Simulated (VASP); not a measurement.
# Ba (Im-3m) in VASP: further runs

Ba is run at these levels: PBEsol; tasks: single point.

Program: VASP 6.6.1. These are calculated values, not measurements. Logs are shortened: lines on timing, memory, paths and dates and some standing lists are left out, and cuts for length are marked.

## 1. The cell of the first run

The structure is cubic, space group Im-3m (No. 229). The conventional cell has a = 4.114 Å, b = 4.114 Å, c = 4.114 Å, α = 90.00°, β = 90.00°, γ = 90.00°. Ba (site symmetry m-3m) has 14 Ba at 3.56 to 4.11 Å within 4.7 Å.

## 2. Single point, PBEsol (volume scaled by 0.6)

INCAR

```
ALGO = Normal
EDIFF = 1E-6
ENCUT = 520
GGA = PS
ISIF = 2
ISMEAR = -1
LASPH = True
LCHARG = False
LREAL = False
LWAVE = False
NBANDS = 11
NELM = 80
PREC = Accurate
SIGMA = 0.08
```

KPOINTS

```
k-points
0
Gamma
  11 11 11
```

POSCAR

```
Ba
1.0
   -2.0568874035      2.0568874035      2.0568874035
    2.0568874035     -2.0568874035      2.0568874035
    2.0568874035      2.0568874035     -2.0568874035
Ba
1
Direct
    0.0000000000      0.0000000000      0.0000000000
```

Potentials or basis: VASP PAW PBE potentials, release 64 (Ba_sv).

Launch:

```bash
cat potpaw_PBE.64/Ba_sv/POTCAR > POTCAR
mpirun -np 1 vasp_std > vasp.out
```

OUTCAR:

```text
EDIFF = 1E-6
   ENCUT = 520
   GGA = PS
   ISIF = 2
   ISMEAR = -1
   LASPH = True
   LREAL = False
   NELM = 80
   PREC = Accurate

 ion  position               nearest neighbor table
   1  0.000  0.000  0.000-

  LATTYP: Found a body centered cubic cell.
 ALAT       =     4.1137748070

  Lattice vectors:

 A1 = (  -2.0568874035,   2.0568874035,   2.0568874035)
 A2 = (   2.0568874035,  -2.0568874035,   2.0568874035)
 A3 = (   2.0568874035,   2.0568874035,  -2.0568874035)

Analysis of symmetry for initial positions (statically):
=====================================================================
 Subroutine PRICEL returns:
 Original cell was already a primitive cell.

 Routine SETGRP: Setting up the symmetry group for a
 body centered cubic supercell.

 Subroutine GETGRP returns: Found 48 space group operations
 (whereof 48 operations were pure point group operations)
 out of a pool of 48 trial point group operations.

The static configuration has the point symmetry O_h .

Analysis of symmetry for dynamics (positions and initial velocities):
=====================================================================
 Subroutine PRICEL returns:
 Original cell was already a primitive cell.

 Routine SETGRP: Setting up the symmetry group for a
 body centered cubic supercell.

 Subroutine GETGRP returns: Found 48 space group operations
 (whereof 48 operations were pure point group operations)
 out of a pool of 48 trial point group operations.

The dynamic configuration has the point symmetry O_h .

 Subroutine INISYM returns: Found 48 space group operations
 (whereof 48 operations are pure point group operations),
 and found     1 'primitive' translations

----------------------------------------------------------------------------------------

                                     Primitive cell

  volume of cell :      34.8090

  direct lattice vectors                    reciprocal lattice vectors
    -2.056887404  2.056887404  2.056887404     0.000000000  0.243085742  0.243085742
     2.056887404 -2.056887404  2.056887404     0.243085742  0.000000000  0.243085742
     2.056887404  2.056887404 -2.056887404     0.243085742  0.243085742  0.000000000

  length of vectors
     3.562633488  3.562633488  3.562633488     0.343775153  0.343775153  0.343775153

  position of ions in fractional coordinates (direct lattice)
     0.000000000  0.000000000  0.000000000

  ion indices of the primitive-cell ions
   primitive index   ion index
                 1           1

----------------------------------------------------------------------------------------

 KPOINTS: k-points

Automatic generation of k-mesh.
 Grid dimensions read from file:
 generate k-points for:   11   11   11

 Generating k-lattice:

  Cartesian coordinates                     Fractional coordinates (reciprocal lattice)
     0.000000000  0.022098704  0.022098704     0.090909091  0.000000000  0.000000000
     0.022098704  0.000000000  0.022098704     0.000000000  0.090909091  0.000000000
     0.022098704  0.022098704  0.000000000     0.000000000  0.000000000  0.090909091

  Length of vectors
     0.031252287  0.031252287  0.031252287

  Shift w.r.t. Gamma in fractional coordinates (k-lattice)
     0.000000000  0.000000000  0.000000000

 Subroutine IBZKPT returns following result:
 ===========================================

 Found     56 irreducible k-points:

 Following reciprocal coordinates:
            Coordinates               Weight
  0.000000  0.000000  0.000000      1.000000
  0.090909  0.000000  0.000000     12.000000
  0.181818  0.000000  0.000000     12.000000
  0.272727  0.000000  0.000000     12.000000
  0.363636  0.000000  0.000000     12.000000
  0.454545  0.000000  0.000000     12.000000
[... 16 lines left out ...]
  0.272727  0.181818  0.090909     48.000000
  0.363636  0.181818  0.090909     24.000000
 [... further k-points ...]
   k-points           NKPTS =     56   k-points in BZ     NKDIM =     56   number of bands    NBANDS=     11
   number of dos      NEDOS =    301   number of ions     NIONS =      1
   total plane-waves  NPLWV =  21952
   dimension x,y,z NGX =    28 NGY =   28 NGZ =   28
   dimension x,y,z NGXF=    56 NGYF=   56 NGZF=   56
   ions per type =               1
   NGX,Y,Z   is equivalent  to a cutoff of  13.07, 13.07, 13.07 a.u.
   NGXF,Y,Z  is equivalent  to a cutoff of  26.13, 26.13, 26.13 a.u.
 SYSTEM =  unknown system
   PREC   = accura    normal or accurate (medium, high low for compatibility)
   ISTART =      0    job   : 0-new  1-cont  2-samecut
   ICHARG =      2    charge: 1-file 2-atom 10-const
   ISPIN  =      1    spin polarized calculation?
   LNONCOLLINEAR =      F non collinear calculations
   LSORBIT =      F    spin-orbit coupling
   LASPH  =      T    aspherical Exc in radial PAW
   ENCUT  =  520.0 eV  38.22 Ry    6.18 a.u.   6.62  6.62  6.62*2*pi/ulx,y,z
   NELM   =     80;   NELMIN=  2; NELMDL= -5     # of ELM steps
   EDIFF  = 0.1E-05   stopping-criterion for ELM
   LREAL  =      F    real-space projection
   EDIFFG = 0.1E-04   stopping-criterion for IOM
   NSW    =      0    number of steps for IOM
   IBRION =     -1    ionic relax: 0-MD 1-quasi-New 2-CG
   NFREE  =      0    steps in history (QN), initial steepest desc. (CG)
   ISIF   =      2    stress and relaxation
   ISYM   =      2    0-nonsym 1-usesym 2-fastsym
   POTIM  = 0.5000    time-step for ionic-motion
   TEBEG  =    0.0;   TEEND  =   0.0 temperature during run
   PSTRESS=    0.0 pullay stress
   NELECT =      10.0000    total number of electrons
   NUPDOWN=      -1.0000    fix difference up-down
   EMIN   =  10.00;   EMAX   =-10.00  energy-range for DOS
   EFERMI =   0.00;   METHOD = LEGACY
   ISMEAR =    -1;   SIGMA  =   0.08  broadening in eV -4-tet -1-fermi 0-gaus
   EFERMI_NEDOS =   21; number of points for ismear=-14 and -15
   IALGO  =     38    algorithm
   IMIX   =      4    mixing-type and parameters
     AMIX     =   0.40;   BMIX     =  1.00
     AMIX_MAG =   1.60;   BMIX_MAG =  1.00
  volume/ion in A,a.u.               =      34.81       234.90
  Fermi-wavevector in a.u.,A,eV,Ry     =   1.080217  2.041314 15.876212  1.166869
  Thomas-Fermi vector in A             =   2.216202
   LORBIT       =      0    0 simple, 1 ext, 2 COOP (PROOUT), +10 PAW based schemes
   GGA     = PS    functional components
   LHFCALC =     F    Hartree Fock is set to
   AEXX    =    0.0000 exact exchange contribution
   IVDW    =     0    specifies the selected vdW correction
   LEPSILON=     F    determine dielectric tensor
   LRPA    =     F    only Hartree local field effects (RPA)
 non-spin polarized calculation
  energy-cutoff  :      520.00
  volume of cell :       34.81
 maximum number of plane-waves:       959
   NGX = 13   NGY = 13   NGZ = 13

 number of electron      10.0000000 magnetization

 Free energy of the ion-electron system (eV)
  ---------------------------------------------------
  ext. energy  EPLUGINS =         0.00000000
  ---------------------------------------------------
  free energy    TOTEN  =        -1.63039043 eV

  energy without entropy =       -1.60788373  energy(sigma->0) =       -1.61913708

 E-fermi :   4.1680     XC(G=0):  -9.7188

 val. band max:        4.0940547167   @ k =   0.2727   0.1818   0.0909
 cond. band min:       4.1837179166   @ k =  -0.2727   0.2727   0.1818
 fundamental gap:      0.0896632000
 Fermi energy:         4.1680421097

 k-point     1 :       0.0000    0.0000    0.0000
  band No.  band energies     occupation
      1     -24.3623      2.00000
      2      -8.2503      2.00000
      3      -8.2503      2.00000
      4      -8.2503      2.00000
      5       1.6649      2.00000
      6       6.4617      0.00000
      7       6.4617      0.00000
      8       6.4617      0.00000
      9       8.9295      0.00000
     10       8.9295      0.00000
     11      12.7782      0.00000

 k-point     2 :       0.0909    0.0000    0.0000
  band No.  band energies     occupation
      1     -24.3285      2.00000
      2      -8.4917      2.00000
      3      -8.3156      2.00000
      4      -8.2550      2.00000
      5       2.0057      2.00000
      6       6.2031      0.00000
      7       6.3484      0.00000
      8       6.7893      0.00000
      9       8.4685      0.00000
     10       8.8660      0.00000
     11      13.1756      0.00000

 k-point     3 :       0.1818    0.0000    0.0000
  band No.  band energies     occupation
      1     -24.2362      2.00000
      2      -9.0828      2.00000
      3      -8.4844      2.00000
      4      -8.2680      2.00000
      5       2.7562      2.00000
      6       5.6354      0.00000
      7       5.9736      0.00000
      8       7.7389      0.00000
      9       8.2950      0.00000
     10       8.8176      0.00000
     11      14.0796      0.00000

 k-point     4 :       0.2727    0.0000    0.0000
  band No.  band energies     occupation
      1     -24.1111      2.00000
      2      -9.7685      2.00000
      3      -8.6925      2.00000
      4      -8.2855      2.00000
      5       3.1228      2.00000
      6       5.0551      0.00003
      7       6.1349      0.00000
      8       8.7589      0.00000
      9       8.9791      0.00000
     10       9.2238      0.00000
     11      14.3221      0.00000

 k-point     5 :       0.3636    0.0000    0.0000
  band No.  band energies     occupation
      1     -23.9916      2.00000
      2     -10.3381      2.00000
      3      -8.8726      2.00000
      4      -8.3020      2.00000
      5       2.8694      2.00000
      6       4.6177      0.00722
      7       7.1713      0.00000
      8       9.3516      0.00000
      9       9.4287      0.00000
     10      11.1078      0.00000
     11      13.1388      0.00000
[... 211 lines left out ...]
 k-point    21 :      -0.0909    0.0909    0.0909
  band No.  band energies     occupation
      1     -24.2955      2.00000
      2      -8.5917      2.00000
      3      -8.3823      2.00000
      4      -8.3823      2.00000
      5       2.3320      2.00000
      6       6.3507      0.00000
      7       6.3507      0.00000
      8       6.7284      0.00000
      9       7.5347      0.00000
     10       9.4040      0.00000
     11      13.8505      0.00000

 k-point    22 :       0.1818    0.1818    0.0909
  band No.  band energies     occupation
      1     -23.9800      2.00000
      2     -10.1791      2.00000
      3      -8.9511      2.00000
      4      -8.6417      2.00000
      5       4.2389      0.58407
      6       4.8616      0.00034
      7       5.4392      0.00000
      8       9.1871      0.00000
      9       9.8786      0.00000
     10      12.3776      0.00000
     11      15.0624      0.00000

 k-point    23 :       0.2727    0.1818    0.0909
  band No.  band energies     occupation
      1     -23.9074      2.00000
      2     -10.3074      2.00000
      3      -9.2825      2.00000
      4      -8.7182      2.00000
      5       4.0941      1.43206
      6       4.8361      0.00047
      7       6.4507      0.00000
      8       9.5688      0.00000
      9      10.2660      0.00000
     10      13.2428      0.00000
     11      14.4642      0.00000

 k-point    24 :       0.3636    0.1818    0.0909
  band No.  band energies     occupation
      1     -23.8800      2.00000
      2     -10.3308      2.00000
      3      -9.4346      2.00000
      4      -8.7417      2.00000
      5       4.0088      1.75970
      6       4.8224      0.00056
      7       7.0515      0.00000
      8       9.7439      0.00000
      9      10.4027      0.00000
     10      13.4701      0.00000
     11      13.8873      0.00000

 [... further k-points ...]

------------------------ aborting loop because EDIFF is reached ----------------------------------------

  FORCE on cell =-STRESS in cart. coord.  units (eV):
  Direction    XX          YY          ZZ          XY          YZ          ZX
  --------------------------------------------------------------------------------------
  -------------------------------------------------------------------------------------
  Total        2.1639722      2.1639722      2.1639722      0.0000000      0.0000000      0.0000000
  in kB       99.6026078     99.6026078     99.6026078      0.0000000      0.0000000      0.0000000
  external PRESSURE =      99.6026078 kB  Pullay stress =       0.0000000 kB

 VOLUME and BASIS-vectors are now :
 -----------------------------------------------------------------------------
  energy-cutoff  :      520.00
  volume of cell :       34.81
      direct lattice vectors                 reciprocal lattice vectors
    -2.056887404  2.056887404  2.056887404     0.000000000  0.243085742  0.243085742
     2.056887404 -2.056887404  2.056887404     0.243085742  0.000000000  0.243085742
     2.056887404  2.056887404 -2.056887404     0.243085742  0.243085742  0.000000000

 POSITION                                       TOTAL-FORCE (eV/Angst)
 -----------------------------------------------------------------------------------
      0.00000      0.00000      0.00000         0.000000      0.000000     -0.000000
 -----------------------------------------------------------------------------------
    total drift:                               -0.000000      0.000000      0.000000

  FREE ENERGIE OF THE ION-ELECTRON SYSTEM (eV)
  ---------------------------------------------------
  free  energy   TOTEN  =        -1.6303904307 eV

  energy  without entropy=       -1.6078837321  energy(sigma->0) =       -1.61913708
```

Wall time 7.5 s (1 thread of Intel Xeon 6975P-C (Granite Rapids), shared host); peak memory 0.16 GiB.

Results:

* Free energy: -1.6304 eV
* Pressure: 10.0 GPa
* Band gap on the k mesh: zero (band 5 reaches 5.02 eV, above the bottom of band 6 at 2.39 eV)

Levels at points of the mesh, in eV from the Fermi level:
| k point | band 1 | band 2 | band 3 | band 4 | band 5 | band 6 | band 7 | band 8 | band 9 | band 10 |
| --- | --- | --- | --- | --- | --- | --- | --- | --- | --- | --- |
| (0.00, 0.00, 0.00) | -28.53 | -12.42 | -12.42 | -12.42 | -2.50 | 2.29 | 2.29 | 2.29 | 4.76 | 4.76 |

Caveat: the PAW data sets were made with another functional, which shifts forces and pressure a little; spin-orbit coupling is left out, which moves the levels of the heavy elements.

(Part 1 of 2 ends here.)
